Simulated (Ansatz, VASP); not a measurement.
# HfC in VASP and in Ansatz

```
Hf C
1.0
     0.00000    2.39475    2.35988
     2.39475    0.00000    2.35988
     2.39475    2.39475    0.00000
Hf C
1 1
Direct
  0.50000 0.50000 0.50000
  0.00000 0.00000 0.00000
```

Change from the starting cell: strain +0.030 along x and y, +0.015 along z, atoms carried along.

Alike in both runs: task single point; functional PBE; k mesh 18 × 18 × 18; occupations gaussian, width 0.15 eV; no spin polarisation.

```csv
,VASP,Ansatz
version,VASP 6.6.1,Ansatz 0.2.0
potentials or method,"VASP PAW PBE potentials, release 64 (Hf_pv, C), cutoff 520 eV","scalar-relativistic, plane waves, PAW"
valence electrons in the cell,14,30
```

```tsv
	VASP	Ansatz	Ansatz less VASP
gap on the k mesh at the Fermi level (eV)	none	none	-
pressure (GPa)	-15.5	-14.7	+0.80
traceless stress, the component that is largest in VASP (GPa)	2.84	2.82	-0.012
```

A gap of «none» marks a metal or a gap that the smearing closes. The functional is the same, so the differences come from potentials, cutoffs and numerics. VASP's potentials hold 14 valence electrons a cell and Ansatz's 30, so a difference there can come from the potentials and not from the codes.

Neither program's run includes spin-orbit coupling.
